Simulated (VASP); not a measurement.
# Te (P-1) in VASP: single point with PBE

Aim: the single point of Te with PBE.

All numbers are computed with VASP 6.6.1; they aren't measurements. Logs are shortened: lines on timing, memory, paths and dates and some standing lists are left out, and cuts for length are marked.

## 1. The cell of the first run

The typed cell holds 1 atom: a = 2.995 Å, b = 3.356 Å, c = 3.177 Å, α = 88.30°, β = 95.02°, γ = 91.62°.

## 2. Single point, PBE (engineering shear strain xz -0.1400, normal strain along z -0.0233)

Input file INCAR:

```
SYSTEM = Te
PREC = Accurate
ENCUT = 520
EDIFF = 1E-7
ISMEAR = 0
SIGMA = 0.15
LREAL = .False.
LASPH = .True.
NELM = 100
ALGO = Normal
ISIF = 2
LWAVE = .False.
LCHARG = .False.
GGA = PE
NBANDS = 9
```

Input file KPOINTS:

```
Automatic mesh
0
Gamma
  15 15 15
  0 0 0
```

Input file POSCAR:

```
Te
1.0
    2.1471648622      1.3134001201      1.6226903125
   -2.4025866150      1.3134001201      1.9411729159
   -0.1277108764     -2.6268002401      1.7819316142
Te
1
Direct
    0.5000000000      0.5000000000      0.5000000000
```

Potentials or basis: VASP PAW PBE potentials, release 64 (Te).

Launch:

```sh
$ cat potpaw_PBE.64/Te/POTCAR > POTCAR
$ mpirun -np 1 vasp_std > vasp.out
```

OUTCAR:

```text
SYSTEM = Te
   PREC = Accurate
   ENCUT = 520
   EDIFF = 1E-7
   ISMEAR = 0
   LREAL = .False.
   LASPH = .True.
   NELM = 100
   ISIF = 2
   GGA = PE

 ion  position               nearest neighbor table
   1  0.500  0.500  0.500-

  LATTYP: Found a triclinic cell.
 ALAT       =     3.1767388698
 B/A-ratio  =     1.3128844798
 C/A-ratio  =     1.0565633518
 COS(alpha) =     0.0022878606
 COS(beta)  =     0.0296210475
 COS(gamma) =     0.6988300616

  Lattice vectors:

 A1 = (  -0.1277108764,  -2.6268002401,   1.7819316142)
 A2 = (   2.0194539858,  -1.3134001200,   3.4046219267)
 A3 = (  -2.4025866150,   1.3134001201,   1.9411729159)

Analysis of symmetry for initial positions (statically):
=====================================================================
 Subroutine PRICEL returns:
 Original cell was already a primitive cell.

 Routine SETGRP: Setting up the symmetry group for a
 triclinic supercell.

 Subroutine GETGRP returns: Found  2 space group operations
 (whereof  2 operations were pure point group operations)
 out of a pool of  2 trial point group operations.

The static configuration has the point symmetry S_2 .

Analysis of symmetry for dynamics (positions and initial velocities):
=====================================================================
 Subroutine PRICEL returns:
 Original cell was already a primitive cell.

 Routine SETGRP: Setting up the symmetry group for a
 triclinic supercell.

 Subroutine GETGRP returns: Found  2 space group operations
 (whereof  2 operations were pure point group operations)
 out of a pool of  2 trial point group operations.

The dynamic configuration has the point symmetry S_2 .

 Subroutine INISYM returns: Found  2 space group operations
 (whereof  2 operations are pure point group operations),
 and found     1 'primitive' translations

----------------------------------------------------------------------------------------

                                     Primitive cell

  volume of cell :      31.7843

  direct lattice vectors                    reciprocal lattice vectors
     2.147164862  1.313400120  1.622690313     0.234060888  0.126897100  0.203838044
    -2.402586615  1.313400120  1.941172916    -0.207740030  0.126897100  0.172174212
    -0.127710876 -2.626800240  1.781931614     0.013160429 -0.253794200  0.188006128

  length of vectors
     2.994738832  3.356425868  3.176738870     0.335316748  0.298165648  0.316118644

  position of ions in fractional coordinates (direct lattice)
     0.500000000  0.500000000  0.500000000

  ion indices of the primitive-cell ions
   primitive index   ion index
                 1           1

----------------------------------------------------------------------------------------

 KPOINTS: Automatic mesh

Automatic generation of k-mesh.
 Grid dimensions read from file:
 generate k-points for:   15   15   15

 Generating k-lattice:

  Cartesian coordinates                     Fractional coordinates (reciprocal lattice)
     0.015604059  0.008459807  0.013589203     0.066666667 -0.000000000 -0.000000000
    -0.013849335  0.008459807  0.011478281     0.000000000  0.066666667  0.000000000
     0.000877362 -0.016919613  0.012533742     0.000000000  0.000000000  0.066666667

  Length of vectors
     0.022354450  0.019877710  0.021074576

  Shift w.r.t. Gamma in fractional coordinates (k-lattice)
     0.000000000  0.000000000  0.000000000

 Subroutine IBZKPT returns following result:
 ===========================================

 Found   1688 irreducible k-points:

 Following reciprocal coordinates:
            Coordinates               Weight
  0.000000  0.000000  0.000000      1.000000
  0.066667  0.000000  0.000000      2.000000
  0.133333 -0.000000  0.000000      2.000000
  0.200000  0.000000  0.000000      2.000000
  0.266667 -0.000000  0.000000      2.000000
  0.333333  0.000000  0.000000      2.000000
[... 16 lines left out ...]
 -0.066667  0.066667  0.000000      2.000000
 -0.000000  0.133333  0.000000      2.000000
 [... further k-points ...]
   k-points           NKPTS =   1688   k-points in BZ     NKDIM =   1688   number of bands    NBANDS=      9
   number of dos      NEDOS =    301   number of ions     NIONS =      1
   total plane-waves  NPLWV =  16128
   dimension x,y,z NGX =    24 NGY =   28 NGZ =   24
   dimension x,y,z NGXF=    48 NGYF=   56 NGZF=   48
   ions per type =               1
   NGX,Y,Z   is equivalent  to a cutoff of  13.32, 13.87, 12.56 a.u.
   NGXF,Y,Z  is equivalent  to a cutoff of  26.65, 27.74, 25.12 a.u.
 SYSTEM =  Te
   PREC   = accura    normal or accurate (medium, high low for compatibility)
   ISTART =      0    job   : 0-new  1-cont  2-samecut
   ICHARG =      2    charge: 1-file 2-atom 10-const
   ISPIN  =      1    spin polarized calculation?
   LNONCOLLINEAR =      F non collinear calculations
   LSORBIT =      F    spin-orbit coupling
   LASPH  =      T    aspherical Exc in radial PAW
   ENCUT  =  520.0 eV  38.22 Ry    6.18 a.u.   5.57  6.24  5.91*2*pi/ulx,y,z
   NELM   =    100;   NELMIN=  2; NELMDL= -5     # of ELM steps
   EDIFF  = 0.1E-06   stopping-criterion for ELM
   LREAL  =      F    real-space projection
   EDIFFG = 0.1E-05   stopping-criterion for IOM
   NSW    =      0    number of steps for IOM
   IBRION =     -1    ionic relax: 0-MD 1-quasi-New 2-CG
   NFREE  =      0    steps in history (QN), initial steepest desc. (CG)
   ISIF   =      2    stress and relaxation
   ISYM   =      2    0-nonsym 1-usesym 2-fastsym
   POTIM  = 0.5000    time-step for ionic-motion
   TEBEG  =    0.0;   TEEND  =   0.0 temperature during run
   PSTRESS=    0.0 pullay stress
   NELECT =       6.0000    total number of electrons
   NUPDOWN=      -1.0000    fix difference up-down
   EMIN   =  10.00;   EMAX   =-10.00  energy-range for DOS
   EFERMI =   0.00;   METHOD = LEGACY
   ISMEAR =     0;   SIGMA  =   0.15  broadening in eV -4-tet -1-fermi 0-gaus
   EFERMI_NEDOS =   21; number of points for ismear=-14 and -15
   IALGO  =     38    algorithm
   IMIX   =      4    mixing-type and parameters
     AMIX     =   0.40;   BMIX     =  1.00
     AMIX_MAG =   1.60;   BMIX_MAG =  1.00
  volume/ion in A,a.u.               =      31.78       214.49
  Fermi-wavevector in a.u.,A,eV,Ry     =   0.939120  1.774679 11.999604  0.881946
  Thomas-Fermi vector in A             =   2.066400
   LORBIT       =      0    0 simple, 1 ext, 2 COOP (PROOUT), +10 PAW based schemes
   GGA     = PE    functional components
   LHFCALC =     F    Hartree Fock is set to
   AEXX    =    0.0000 exact exchange contribution
   IVDW    =     0    specifies the selected vdW correction
   LEPSILON=     F    determine dielectric tensor
   LRPA    =     F    only Hartree local field effects (RPA)
 non-spin polarized calculation
 Gauss-broadening in eV      SIGMA  =   0.15
  energy-cutoff  :      520.00
  volume of cell :       31.78
 maximum number of plane-waves:       869
   NGX = 11   NGY = 13   NGZ = 11

 number of electron       6.0000000 magnetization

 Free energy of the ion-electron system (eV)
  ---------------------------------------------------
  ext. energy  EPLUGINS =         0.00000000
  ---------------------------------------------------
  free energy    TOTEN  =        -3.05411415 eV

  energy without entropy =       -3.04755898  energy(sigma->0) =       -3.05083657

 E-fermi :   6.7364     XC(G=0):  -9.3965

 val. band max:        6.7345177447   @ k =   0.0000   0.0000   0.0000
 cond. band min:       6.7369385628   @ k =   0.1333  -0.3333   0.1333
 fundamental gap:      0.0024208181
 Fermi energy:         6.7363512113

 k-point     1 :       0.0000    0.0000    0.0000
  band No.  band energies     occupation
      1      -7.0998      2.00000
      2       6.7345      1.01379
      3       7.9395      0.00000
      4       9.5558      0.00000
      5      11.8145      0.00000
      6      12.9020      0.00000
      7      14.6061      0.00000
      8      23.2828      0.00000
      9      23.6246      0.00000

 k-point     2 :       0.0667    0.0000    0.0000
  band No.  band energies     occupation
      1      -7.0315      2.00000
      2       6.7979      0.56165
      3       7.9745      0.00000
      4       8.7496      0.00000
      5      11.8901      0.00000
      6      13.0175      0.00000
      7      15.4662      0.00000
      8      22.8633      0.00000
      9      22.9406      0.00000

 k-point     3 :       0.1333   -0.0000    0.0000
  band No.  band energies     occupation
      1      -6.8283      2.00000
      2       6.9687      0.02850
      3       7.0720      0.00155
      4       8.2138      0.00000
      5      12.0896      0.00000
      6      13.2474      0.00000
      7      17.2983      0.00000
      8      21.3291      0.00000
      9      21.4573      0.00000

 k-point     4 :       0.2000    0.0000    0.0000
  band No.  band energies     occupation
      1      -6.4966      2.00000
      2       5.3423      2.00000
      3       7.2818      0.00000
      4       8.4620      0.00000
      5      12.4106      0.00000
      6      13.5819      0.00000
      7      19.1208      0.00000
      8      19.8696      0.00000
      9      20.3124      0.00000
[... 205 lines left out ...]
 k-point    22 :      -0.1333    0.0667    0.0000
  band No.  band energies     occupation
      1      -6.7911      2.00000
      2       6.5346      1.94288
      3       7.1300      0.00021
      4       8.2427      0.00000
      5      12.6209      0.00000
      6      13.2920      0.00000
      7      17.2670      0.00000
      8      20.3964      0.00000
      9      21.5298      0.00000

 k-point    23 :      -0.0667    0.0667    0.0000
  band No.  band energies     occupation
      1      -6.9924      2.00000
      2       6.3316      1.99986
      3       8.0069      0.00000
      4       8.8097      0.00000
      5      12.4552      0.00000
      6      13.0622      0.00000
      7      15.4792      0.00000
      8      21.9572      0.00000
      9      22.5339      0.00000

 k-point    24 :      -0.0000    0.1333    0.0000
  band No.  band energies     occupation
      1      -6.9381      2.00000
      2       5.1877      2.00000
      3       8.0769      0.00000
      4       9.6941      0.00000
      5      13.0684      0.00000
      6      13.7795      0.00000
      7      14.8212      0.00000
      8      21.1438      0.00000
      9      22.5590      0.00000

 [... further k-points ...]
[... 5 lines left out ...]
  --------------------------------------------------------------------------------------
  -------------------------------------------------------------------------------------
  Total        0.6070316      0.3069491      0.4617036      0.3918168      0.2333696      0.6080271
  in kB       30.5991378     15.4726328     23.2734676     19.7506299     11.7636538     30.6493147
  external PRESSURE =      23.1150794 kB  Pullay stress =       0.0000000 kB

 VOLUME and BASIS-vectors are now :
 -----------------------------------------------------------------------------
  energy-cutoff  :      520.00
  volume of cell :       31.78
      direct lattice vectors                 reciprocal lattice vectors
     2.147164862  1.313400120  1.622690313     0.234060888  0.126897100  0.203838044
    -2.402586615  1.313400120  1.941172916    -0.207740030  0.126897100  0.172174212
    -0.127710876 -2.626800240  1.781931614     0.013160429 -0.253794200  0.188006128

 POSITION                                       TOTAL-FORCE (eV/Angst)
 -----------------------------------------------------------------------------------
     -0.19157      0.00000      2.67290        -0.000000      0.000000      0.000000
 -----------------------------------------------------------------------------------
    total drift:                                0.000000      0.000000     -0.000000

  FREE ENERGIE OF THE ION-ELECTRON SYSTEM (eV)
  ---------------------------------------------------
  free  energy   TOTEN  =        -3.0541141526 eV

  energy  without entropy=       -3.0475589825  energy(sigma->0) =       -3.05083657
```

Wall time 1.8 min (1 thread of Intel Xeon 6975P-C (Granite Rapids), shared host); peak memory 0.53 GiB.

What came out:

| Quantity | Value |
| --- | --- |
| Free energy | -3.0541 eV |
| Pressure | 2.3 GPa |
| Band gap on the k mesh | zero (bands 3 and 4 overlap by 4.69 eV) |

Caveat: the cell differs from its parent crystal (engineering shear strain xz -0.1400, normal strain along z -0.0233); spin-orbit coupling is left out, which moves the levels of the heavy elements.
